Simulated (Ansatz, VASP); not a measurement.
# Ta in VASP and in Ansatz

INCAR

```
PREC = Accurate
ENCUT = 520
EDIFF = 1E-7
ISMEAR = -1
SIGMA = 0.1
LREAL = False
LASPH = True
NELM = 60
ALGO = Normal
ISIF = 2
LWAVE = False
LCHARG = True
GGA = CA
LELF = True
LVHAR = True
NBANDS = 12
```

KPOINTS

```
regular mesh
0
Gamma
  15 15 15
```

File POSCAR:

```
Ta
1.0
    0.0000000000      2.1245214008      2.1245214008
    2.1245214008      0.0000000000      2.1245214008
    2.1245214008      2.1245214008      0.0000000000
Ta
1
Direct
    0.0000000000      0.0000000000      0.0000000000
```

Input for Ansatz:

```yaml
crystal:
  lattice:
    - [0.0, 2.1245214008, 2.1245214008]
    - [2.1245214008, 0.0, 2.1245214008]
    - [2.1245214008, 2.1245214008, 0.0]
  atoms:
    - { symbol: Ta, position: [0.0, 0.0, 0.0] }
hamiltonian:
  xc: lda
  pseudopotentials:
    kind: paw
    azcp:
      Ta: "pseudopotentials/Ta.paw.azcp"
basis:
  ecutwfc: 420
  fft_grid_basis: typed
kpoints:
  mp_grid: { grid: [15, 15, 15], shift: [0, 0, 0] }
magnetization:
  spin_polarized: false
scf:
  occupations: { method: fermi_dirac, width: 0.1 }
  lower_state_search: "off"
output:
  stress: true
  write_density: true
  write_potential: true
  elf: true
  volumetric_format: npy
```

Alike in both runs: task single point; functional LDA; k mesh 15 × 15 × 15; occupations fermi-dirac, width 0.1 eV; no spin polarisation.

```csv
,VASP,Ansatz
version,VASP 6.6.1,Ansatz 0.2.0
potentials or method,"VASP PAW LDA potentials, release 64 (Ta_pv), cutoff 520 eV","plane waves (420 eV) with PAW, scalar-relativistic"
valence electrons in the cell,11,13
```

Ansatz gave:

```
pressure (GPa) : -13.9
```

Q: Which values does VASP return?

A: Pressure (GPa): -13.4.

Ansatz warns that its potentials were made for another functional, while VASP's fit it. LDA's correlation is that of Perdew and Zunger in VASP and of Perdew and Wang (1992) in Ansatz. VASP's potentials hold 11 valence electrons a cell and Ansatz's 13, so a difference there can come from the potentials and not from the codes.

Spin-orbit coupling is off throughout.
